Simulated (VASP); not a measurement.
# Ca in VASP: single point with r2SCAN

Aim: the single point of Ca with r2SCAN.

Everything below comes from runs of VASP 6.6.1. Logs are shortened: lines on timing, memory, paths and dates and some standing lists are left out, and cuts for length are marked.

**1. The cell of the first run**

The typed cell holds 2 atoms: a = 3.926 Å, b = 3.926 Å, c = 6.509 Å, α = 90.00°, β = 90.00°, γ = 119.72°.

**2. Single point, r2SCAN**

Input file POSCAR:

```
Ca
1.0
    1.9712759950     -3.3954901800      0.0000000000
    1.9712759950      3.3954901800      0.0000000000
    0.0000000000      0.0000000000      6.5091117400
Ca
2
Direct
    0.8224694292      0.1901562223      0.2402979945
    0.1572843208      0.8542592977      0.7402714455
```

Input file INCAR.step1:

```
PREC     = Accurate       # precision mode
ENCUT    = 520            # plane-wave cutoff, eV
ISMEAR   = -1             # smearing method
SIGMA    = 0.05           # smearing width, eV
LREAL    = F              # projectors in reciprocal space
LASPH    = T              # aspherical terms in the spheres
NELM     = 80             # most SCF steps
NBANDS   = 17             # bands
GGA      = PE             # functional
ALGO     = Normal         # electronic algorithm
EDIFF    = 1E-4           # SCF threshold, eV
LWAVE    = T              # write WAVECAR
LCHARG   = F              # write CHGCAR
```

Input file INCAR.step2:

```
PREC     = Accurate       # precision mode
ENCUT    = 520            # plane-wave cutoff, eV
EDIFF    = 1E-7           # SCF threshold, eV
ISMEAR   = -1             # smearing method
SIGMA    = 0.05           # smearing width, eV
LREAL    = F              # projectors in reciprocal space
LASPH    = T              # aspherical terms in the spheres
NELM     = 80             # most SCF steps
ALGO     = Normal         # electronic algorithm
ISIF     = 2              # what is computed and relaxed
LWAVE    = F              # write WAVECAR
LCHARG   = F              # write CHGCAR
METAGGA  = R2SCAN         # meta-GGA
LMIXTAU  = T            
NBANDS   = 17             # bands
ISTART   = 1
```

Input file KPOINTS:

```
Automatic mesh
0
Gamma
  7 7 4
```

Potentials or basis: VASP PAW PBE potentials, release 64 (Ca_sv).

On the command line:

```sh
> cat potpaw_PBE.64/Ca_sv/POTCAR > POTCAR
> cp INCAR.step1 INCAR
> mpirun -np 1 vasp_std > vasp.out
> cp INCAR.step2 INCAR
> mpirun -np 1 vasp_std > vasp.out
```

OUTCAR:

```text
PREC = Accurate
   ENCUT = 520
   EDIFF = 1E-7
   ISMEAR = -1
   LREAL = F
   LASPH = T
   NELM = 80
   ISIF = 2
   METAGGA = R2SCAN
   ISTART = 1

 ion  position               nearest neighbor table
   1  0.822  0.190  0.240-
   2  0.157  0.854  0.740-

  LATTYP: Found a base centered orthorhombic cell.
 ALAT       =     3.9425519900
 B/A-ratio  =     1.7224834009
 C/A-ratio  =     1.6509894496

  Lattice vectors:

 A1 = (   1.9712759950,  -3.3954901800,   0.0000000000)
 A2 = (   1.9712759950,   3.3954901800,   0.0000000000)
 A3 = (   0.0000000000,   0.0000000000,   6.5091117400)

Analysis of symmetry for initial positions (statically):
=====================================================================
 Subroutine PRICEL returns:
 Original cell was already a primitive cell.

 Routine SETGRP: Setting up the symmetry group for a
 base centered orthorhombic supercell.

 Subroutine GETGRP returns: Found  2 space group operations
 (whereof  1 operations were pure point group operations)
 out of a pool of  8 trial point group operations.

The static configuration has the point symmetry C_1 .
 The point group associated with its full space group is S_2 .

Analysis of symmetry for dynamics (positions and initial velocities):
=====================================================================
 Subroutine PRICEL returns:
 Original cell was already a primitive cell.

 Routine SETGRP: Setting up the symmetry group for a
 base centered orthorhombic supercell.

 Subroutine GETGRP returns: Found  2 space group operations
 (whereof  1 operations were pure point group operations)
 out of a pool of  8 trial point group operations.

The dynamic configuration has the point symmetry C_1 .
 The point group associated with its full space group is S_2 .

 Subroutine INISYM returns: Found  2 space group operations
 (whereof  1 operations are pure point group operations),
 and found     1 'primitive' translations

----------------------------------------------------------------------------------------

                                     Primitive cell

  volume of cell :      87.1368

  direct lattice vectors                    reciprocal lattice vectors
     1.971275995 -3.395490180  0.000000000     0.253642819 -0.147254144  0.000000000
     1.971275995  3.395490180  0.000000000     0.253642819  0.147254144  0.000000000
     0.000000000  0.000000000  6.509111740     0.000000000  0.000000000  0.153630793

  length of vectors
     3.926230076  3.926230076  6.509111740     0.293289043  0.293289043  0.153630793

  position of ions in fractional coordinates (direct lattice)
     0.822469429  0.190156222  0.240297994
     0.157284321  0.854259298  0.740271445

  ion indices of the primitive-cell ions
   primitive index   ion index
                 1           1
                 2           2

----------------------------------------------------------------------------------------

 KPOINTS: Automatic mesh

Automatic generation of k-mesh.
 Grid dimensions read from file:
 generate k-points for:    7    7    4

 Generating k-lattice:

  Cartesian coordinates                     Fractional coordinates (reciprocal lattice)
     0.036234688 -0.021036306  0.000000000     0.142857143  0.000000000  0.000000000
     0.036234688  0.021036306  0.000000000     0.000000000  0.142857143  0.000000000
     0.000000000  0.000000000  0.038407698     0.000000000  0.000000000  0.250000000

  Length of vectors
     0.041898435  0.041898435  0.038407698

  Shift w.r.t. Gamma in fractional coordinates (k-lattice)
     0.000000000  0.000000000  0.000000000

 Subroutine IBZKPT returns following result:
 ===========================================

 Found     99 irreducible k-points:

 Following reciprocal coordinates:
            Coordinates               Weight
  0.000000  0.000000  0.000000      1.000000
  0.142857 -0.000000  0.000000      2.000000
 -0.000000  0.142857  0.000000      2.000000
  0.285714  0.000000  0.000000      2.000000
  0.000000  0.285714  0.000000      2.000000
  0.428571  0.000000  0.000000      2.000000
[... 16 lines left out ...]
 -0.285714  0.285714  0.000000      2.000000
  0.428571  0.428571  0.000000      2.000000
 [... further k-points ...]
   k-points           NKPTS =     99   k-points in BZ     NKDIM =     99   number of bands    NBANDS=     17
   number of dos      NEDOS =    301   number of ions     NIONS =      2
   total plane-waves  NPLWV =  43200
   dimension x,y,z NGX =    30 NGY =   30 NGZ =   48
   dimension x,y,z NGXF=    60 NGYF=   60 NGZF=   96
   ions per type =               2
   NGX,Y,Z   is equivalent  to a cutoff of  12.70, 12.70, 12.26 a.u.
   NGXF,Y,Z  is equivalent  to a cutoff of  25.41, 25.41, 24.52 a.u.
 SYSTEM =  unknown system
   PREC   = accura    normal or accurate (medium, high low for compatibility)
   ISTART =      1    job   : 0-new  1-cont  2-samecut
   ICHARG =      0    charge: 1-file 2-atom 10-const
   ISPIN  =      1    spin polarized calculation?
   LNONCOLLINEAR =      F non collinear calculations
   LSORBIT =      F    spin-orbit coupling
   LASPH  =      T    aspherical Exc in radial PAW
   ENCUT  =  520.0 eV  38.22 Ry    6.18 a.u.   7.30  7.30 12.10*2*pi/ulx,y,z
   NELM   =     80;   NELMIN=  2; NELMDL=  0     # of ELM steps
   EDIFF  = 0.1E-06   stopping-criterion for ELM
   LREAL  =      F    real-space projection
   EDIFFG = 0.1E-05   stopping-criterion for IOM
   NSW    =      0    number of steps for IOM
   IBRION =     -1    ionic relax: 0-MD 1-quasi-New 2-CG
   NFREE  =      0    steps in history (QN), initial steepest desc. (CG)
   ISIF   =      2    stress and relaxation
   ISYM   =      2    0-nonsym 1-usesym 2-fastsym
   POTIM  = 0.5000    time-step for ionic-motion
   TEBEG  =    0.0;   TEEND  =   0.0 temperature during run
   PSTRESS=    0.0 pullay stress
   NELECT =      20.0000    total number of electrons
   NUPDOWN=      -1.0000    fix difference up-down
   EMIN   =  10.00;   EMAX   =-10.00  energy-range for DOS
   EFERMI =   0.00;   METHOD = LEGACY
   ISMEAR =    -1;   SIGMA  =   0.05  broadening in eV -4-tet -1-fermi 0-gaus
   EFERMI_NEDOS =   21; number of points for ismear=-14 and -15
   IALGO  =     38    algorithm
   IMIX   =      4    mixing-type and parameters
     AMIX     =   0.40;   BMIX     =  1.00
     AMIX_MAG =   1.60;   BMIX_MAG =  1.00
  volume/ion in A,a.u.               =      43.57       294.01
  Fermi-wavevector in a.u.,A,eV,Ry     =   1.002346  1.894159 13.669737  1.004697
  Thomas-Fermi vector in A             =   2.134827
   LORBIT       =      0    0 simple, 1 ext, 2 COOP (PROOUT), +10 PAW based schemes
   METAGGA = R2SCAN    functional components
   LHFCALC =     F    Hartree Fock is set to
   AEXX    =    0.0000 exact exchange contribution
   IVDW    =     0    specifies the selected vdW correction
   LEPSILON=     F    determine dielectric tensor
   LRPA    =     F    only Hartree local field effects (RPA)
 non-spin polarized calculation
  energy-cutoff  :      520.00
  volume of cell :       87.14
 maximum number of plane-waves:      2378
 NGX is ok and might be reduce to    30
   NGX = 15   NGY = 15   NGZ = 25

 number of electron      20.0000002 magnetization

 Free energy of the ion-electron system (eV)
  ---------------------------------------------------
  ext. energy  EPLUGINS =         0.00000000
  ---------------------------------------------------
  free energy    TOTEN  =       -14.07034548 eV

  energy without entropy =      -14.05153269  energy(sigma->0) =      -14.06093908

 E-fermi :   1.9583     XC(G=0):  -8.1187

 val. band max:        1.9308477935   @ k =  -0.2857   0.2857   0.0000
 cond. band min:       1.9784853908   @ k =   0.4286   0.0000   0.2500
 fundamental gap:      0.0476375973
 Fermi energy:         1.9583260947

 k-point     1 :       0.0000    0.0000    0.0000
  band No.  band energies     occupation
      1     -41.9763      2.00000
      2     -41.9646      2.00000
      3     -22.1264      2.00000
      4     -22.0278      2.00000
      5     -22.0275      2.00000
      6     -22.0113      2.00000
[... 9 lines left out ...]
     16       4.8474      0.00000
     17       5.2615      0.00000

 k-point     2 :       0.1429   -0.0000    0.0000
  band No.  band energies     occupation
      1     -41.9742      2.00000
      2     -41.9635      2.00000
      3     -22.1181      2.00000
      4     -22.0471      2.00000
      5     -22.0336      2.00000
      6     -22.0309      2.00000
[... 9 lines left out ...]
     16       4.9081      0.00000
     17       5.0719      0.00000

 k-point     3 :      -0.0000    0.1429    0.0000
  band No.  band energies     occupation
      1     -41.9742      2.00000
      2     -41.9635      2.00000
      3     -22.1181      2.00000
      4     -22.0472      2.00000
      5     -22.0335      2.00000
      6     -22.0309      2.00000
[... 9 lines left out ...]
     16       4.9062      0.00000
     17       5.0693      0.00000

 k-point     4 :       0.2857    0.0000    0.0000
  band No.  band energies     occupation
      1     -41.9691      2.00000
      2     -41.9612      2.00000
      3     -22.0969      2.00000
      4     -22.0912      2.00000
      5     -22.0745      2.00000
      6     -22.0463      2.00000
[... 9 lines left out ...]
     16       5.2632      0.00000
     17       5.3990      0.00000
[... 343 lines left out ...]
      1     -41.9654      2.00000
      2     -41.9599      2.00000
      3     -22.1105      2.00000
      4     -22.0976      2.00000
      5     -22.0802      2.00000
      6     -22.0596      2.00000
[... 9 lines left out ...]
     16       5.4608      0.00000
     17       5.8823      0.00000

 k-point    23 :      -0.2857    0.2857    0.0000
  band No.  band energies     occupation
      1     -41.9690      2.00000
      2     -41.9610      2.00000
      3     -22.0969      2.00000
      4     -22.0923      2.00000
      5     -22.0755      2.00000
      6     -22.0471      2.00000
[... 9 lines left out ...]
     16       5.2633      0.00000
     17       5.3713      0.00000

 k-point    24 :       0.4286    0.4286    0.0000
  band No.  band energies     occupation
      1     -41.9627      2.00000
      2     -41.9595      2.00000
      3     -22.1279      2.00000
      4     -22.1087      2.00000
      5     -22.0695      2.00000
      6     -22.0650      2.00000
[... 9 lines left out ...]
     16       5.9297      0.00000
     17       6.2317      0.00000

 [... further k-points ...]

------------------------ aborting loop because EDIFF is reached ----------------------------------------

  FORCE on cell =-STRESS in cart. coord.  units (eV):
  Direction    XX          YY          ZZ          XY          YZ          ZX
  --------------------------------------------------------------------------------------
  -------------------------------------------------------------------------------------
  Total       -0.0449372     -0.0135547      0.1167399      0.0019960      0.0000106     -0.0000759
  in kB       -0.8262569     -0.2492284      2.1464876      0.0367004      0.0001944     -0.0013949
  external PRESSURE =       0.3570007 kB  Pullay stress =       0.0000000 kB

 VOLUME and BASIS-vectors are now :
 -----------------------------------------------------------------------------
  energy-cutoff  :      520.00
  volume of cell :       87.14
      direct lattice vectors                 reciprocal lattice vectors
     1.971275995 -3.395490180  0.000000000     0.253642819 -0.147254144  0.000000000
     1.971275995  3.395490180  0.000000000     0.253642819  0.147254144  0.000000000
     0.000000000  0.000000000  6.509111740     0.000000000  0.000000000  0.153630793

 POSITION                                       TOTAL-FORCE (eV/Angst)
 -----------------------------------------------------------------------------------
      1.99616     -2.14701      1.56413        -0.000819      0.000237     -0.000304
      1.99403      2.36657      4.81851         0.000819     -0.000237      0.000304
 -----------------------------------------------------------------------------------
    total drift:                               -0.000020      0.000001     -0.000011

  FREE ENERGIE OF THE ION-ELECTRON SYSTEM (eV)
  ---------------------------------------------------
  free  energy   TOTEN  =       -14.0703454763 eV

  energy  without entropy=      -14.0515326896  energy(sigma->0) =      -14.06093908
```

Wall time 11 min (1 thread of Intel Xeon Platinum 8259CL at 2.50GHz (Skylake/Cascade Lake), shared host); peak memory 0.29 GiB.

Results:

- Free energy: -14.0703 eV
- Pressure: 0.0 GPa
- Band gap on the k mesh: zero (band 10 reaches 2.13 eV, above the bottom of band 11 at 1.50 eV)

Levels at points of the mesh, in eV from the Fermi level:
| k point | band 6 | band 7 | band 8 | band 9 | band 10 | band 11 | band 12 | band 13 | band 14 | band 15 |
| --- | --- | --- | --- | --- | --- | --- | --- | --- | --- | --- |
| (0.00, 0.00, 0.00) | -23.97 | -23.97 | -23.96 | -4.32 | -1.08 | -0.46 | 2.49 | 2.53 | 2.58 | 2.86 |
| (0.00, 0.00, 0.50) | -23.98 | -23.98 | -23.98 | -3.29 | -3.29 | 1.51 | 1.51 | 2.54 | 2.54 | 2.58 |

Caveat: the PAW data sets were made with another functional, which shifts forces and pressure a little.
